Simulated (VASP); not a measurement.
Here is a VASP 6.6.1 calculation.

File INCAR:

```
SYSTEM = H2C2O3
PREC     = Accurate       ! precision mode
ENCUT    = 1000           ! plane-wave cutoff, eV
EDIFF    = 1E-6           ! SCF threshold, eV
ISMEAR   = -1             ! smearing method
SIGMA    = 0.02           ! smearing width, eV
LREAL    = Auto         
LASPH    = .True.         ! aspherical terms in the spheres
NELM     = 120            ! most SCF steps
ALGO     = Normal         ! electronic algorithm
ISIF     = 2              ! what is computed and relaxed
LWAVE    = .False.        ! write WAVECAR
LCHARG   = .False.        ! write CHGCAR
GGA      = PS             ! functional
NBANDS   = 58             ! bands
GGA_COMPAT= .False.
```

File KPOINTS:

```
regular mesh
0
Gamma
  1 1 1
  0 0 0
```

File POSCAR:

```
H2C2O3
1.0
    7.1334920000      0.0000000000      0.0000000000
    0.0000000000      7.1334920000      0.0000000000
    0.0000000000      0.0000000000      7.1334920000
O C H
9 6 6
Direct
    0.6364484603     -0.0485877043      0.8078792266
    0.9114890716     -0.0478587486      0.9215122131
    0.5778796696      0.7594737612      0.1049696278
    0.3102127261      0.9094143513      0.0531436777
   -0.0598304449      0.3649544991     -0.1550713171
    0.1761269235      0.3155397104      0.0096166085
   -0.0897456673      0.2669940613      0.4961104603
    0.9682915464      0.8317104722      0.3611555182
    0.4854985469      0.2914561340      0.5452869366
    0.8015709557     -0.0042055139      0.7992999782
    0.4010938822      0.7551420819      0.1017173637
    0.1121470382      0.4149019863     -0.1127918837
    0.0692367777      0.2883019985      0.4679475354
    0.8151407473      0.7952206297      0.3811176910
    0.4353828391      0.4090843587      0.4399107758
    0.4071778590     -0.0091259652      1.0078514141
    0.8320889685      0.0621014224      0.6541116188
    0.5990754598      0.8586958533     -0.0652135027
    0.2991522245      0.6734990381      0.1573002395
   -0.0462886900      0.2186306510     -0.1007500955
    0.1612113674      0.5278340538     -0.2269856054
```

Potentials or basis: VASP PAW PBE potentials, release 64 (O_h, C_h, H_h).

Command:

```sh
$ cat potpaw_PBE.64/O_h/POTCAR potpaw_PBE.64/C_h/POTCAR potpaw_PBE.64/H_h/POTCAR > POTCAR
$ mpirun -np 1 vasp_gam > vasp.out
```

(1) What does it give for the pressure?

(2) Predict the largest force.

## Answers

(1) 1.2 GPa.

(2) 7.108 eV/Å.

Caveat: the k points lie up to 0.88 Å⁻¹ apart, too coarse for converged energies, forces and pressures; the atoms stand as in a frame of molecular dynamics; the PAW data sets were made with another functional, which shifts forces and pressure a little.
